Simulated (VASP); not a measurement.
Here is a VASP 6.6.1 calculation.

File INCAR:

```
SYSTEM = ZnO
ALGO = Normal
EDIFF = 1E-7
ENCUT = 520
GGA = PE
ISIF = 2
ISMEAR = -1
LASPH = .TRUE.
LCHARG = .FALSE.
LREAL = .FALSE.
LWAVE = .FALSE.
NBANDS = 26
NELM = 80
PREC = Accurate
SIGMA = 0.02
```

The input KPOINTS:

```
k-points
0
G
  11 11 6
  0 0 0
```

POSCAR

```
ZnO
1.0
    3.2493987239      0.0000000000      0.0000000000
   -1.6246993619      2.8140618419      0.0000000000
    0.0000000000      0.0000000000      5.1517620000
Zn O
2 2
Direct
    0.3333333333      0.6666666667      0.0000000000
    0.6666666667      0.3333333333      0.5000000000
    0.3333333333      0.6666666667      0.3821000000
    0.6666666667      0.3333333333      0.8821000000
```

Potentials or basis: VASP PAW PBE potentials, release 64 (Zn, O).

Launch:

```console
$ cat potpaw_PBE.64/Zn/POTCAR potpaw_PBE.64/O/POTCAR > POTCAR
$ mpirun -np 1 vasp_std > vasp.out
```

Predict the pressure.

7.6 GPa.

Predict the largest force.

0.071 eV/Å.

What does it give for the band gap on the k mesh?

0.82 eV.

Forces in eV/Å, atoms in the order of the input:
```
Zn   0.000  0.000 -0.071
Zn   0.000  0.000 -0.071
O    0.000  0.000  0.071
O    0.000  0.000  0.071
```

Caveat: the cell differs from its parent crystal (zz strain of -1 %); the cell stands under pressure.
